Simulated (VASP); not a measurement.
# Ta4C3: single point with PBEsol

The system is Ta4C3.

```
CELL_PARAMETERS angstrom
4.53247 0.00000 0.00000
0.00000 4.53247 0.00000
0.00000 0.00000 4.53247
ATOMIC_POSITIONS crystal
Ta 0.00000 0.00000 0.00000
Ta 0.50000 0.50000 0.00000
Ta 0.50000 0.00000 0.50000
Ta 0.00000 0.50000 0.50000
C 0.00000 0.00000 0.50000
C 0.00000 0.50000 0.00000
C 0.50000 0.00000 0.00000
```

This cell differs from its parent crystal: volume scaled by 1.06.

```yaml
Program: VASP 6.6.1
Task: single point
Functional: PBEsol
Potentials_or_basis: VASP PAW PBE potentials, release 64 (Ta_pv, C)
Cutoff: 520 eV
k_mesh: 6 × 6 × 6
Occupations: fermi-dirac, width 0.05 eV
Spin: no spin polarisation
Dipole_correction: no
Further_INCAR_settings: ALGO = Normal; EDIFF = 1e-07; NBANDS = 37
```

```json
{
 "Pressure": "-22.2 GPa",
 "Band gap on the k mesh": "zero (band 28 reaches 6.75 eV, above the bottom of band 29 at 5.65 eV)"
}
```

Levels at points of the mesh, in eV from the Fermi level:
| k point | band 26 | band 27 | band 28 | band 29 | band 30 | band 31 |
| --- | --- | --- | --- | --- | --- | --- |
| (0.00, 0.00, 0.00) | -0.59 | -0.59 | -0.59 | -0.51 | -0.51 | -0.51 |
| (0.50, 0.00, 0.00) | -1.85 | -1.85 | 0.24 | 0.24 | 0.70 | 1.73 |
| (0.50, 0.50, 0.00) | -1.59 | -0.34 | -0.34 | 1.56 | 1.57 | 1.57 |
| (0.50, 0.50, 0.50) | -0.98 | -0.98 | -0.21 | 2.92 | 2.92 | 2.92 |

It took 32 s on 1 thread of Intel(R) Xeon(R) Platinum 8559C (Emerald Rapids), with other jobs on the host, peak memory 0.22 GiB.

Caveat: the PAW data sets were made with another functional, which shifts forces and pressure a little; spin-orbit coupling is left out, which moves the levels of the heavy elements.
